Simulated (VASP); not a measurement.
Here is a VASP 6.6.1 calculation.

INCAR

```
ALGO = Normal ; EDIFF = 1E-6
ENCUT = 550 ; GGA = PE
GGA_COMPAT = F ; ISIF = 2
ISMEAR = 0 ; LASPH = T
LCHARG = F ; LREAL = F
LWAVE = F ; NBANDS = 37
NELM = 120 ; PREC = Accurate
SIGMA = 0.05
```

The input KPOINTS:

```
k-points
0
Gamma
  9 9 10
```

POSCAR

```
Hg
1.0
    4.5400000000      0.0000000000      0.0000000000
   -2.2700000000      3.9317553332      0.0000000000
    0.0000000000      0.0000000000      3.8700000000
Hg
3
Direct
    0.3333333333      0.6666666667      0.5000000000
    0.0000000000      0.0000000000      0.0000000000
    0.6666666667      0.3333333333      0.5000000000
```

Potentials or basis: VASP PAW PBE potentials, release 64 (Hg_sv_GW).

Command:

```bash
$ cat potpaw_PBE.64/Hg_sv_GW/POTCAR > POTCAR
$ mpirun -np 1 vasp_std > vasp.out
```

Task: Predict the band gap on the k mesh.

Result: Zero (bands 30 and 31 overlap by 6.09 eV).

Task: What does it give for the pressure?

Result: 13.0 GPa.

Stress tensor (GPa, compression positive):
```
17.59  0.00  0.00
 0.00 17.59  0.00
 0.00  0.00  3.87
```

Caveat: the stress differs along the axes, from 4 to 18 GPa; spin-orbit coupling is left out, which moves the levels of the heavy elements.
